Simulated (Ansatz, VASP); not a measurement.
## MgO in VASP and in Ansatz

```
CELL_PARAMETERS angstrom
0.00000 2.04192 2.04192
2.04192 0.00000 2.04192
2.04192 2.04192 0.00000
ATOMIC_POSITIONS crystal
Mg 0.00000 0.00000 0.00000
O 0.50000 0.50000 0.50000
```

Alike in both runs: task single point; functional PBEsol; k mesh 10 × 10 × 10; occupations gaussian, width 0.02 eV; no spin polarisation.

|  | VASP | Ansatz |
| --- | --- | --- |
| version | VASP 6.6.1 | Ansatz 0.2.0 |
| potentials or method | VASP PAW PBE potentials, release 64 (Mg, O), cutoff 520 eV | scalar-relativistic, plane waves, PAW |
| valence electrons in the cell | 8 | 16 |

|  | VASP | Ansatz | Ansatz less VASP |
| --- | --- | --- | --- |
| gap on the k mesh at the Fermi level (eV) | 5.58 | 5.58 | -0.006 |
| least direct gap on the mesh (eV) | 5.58 | 5.58 | -0.006 |
| pressure (GPa) | 17.7 | 18.0 | +0.31 |

VASP's potentials were made for PBE, not for PBEsol. VASP's potentials hold 8 valence electrons a cell and Ansatz's 16, so a difference there can come from the potentials and not from the codes.
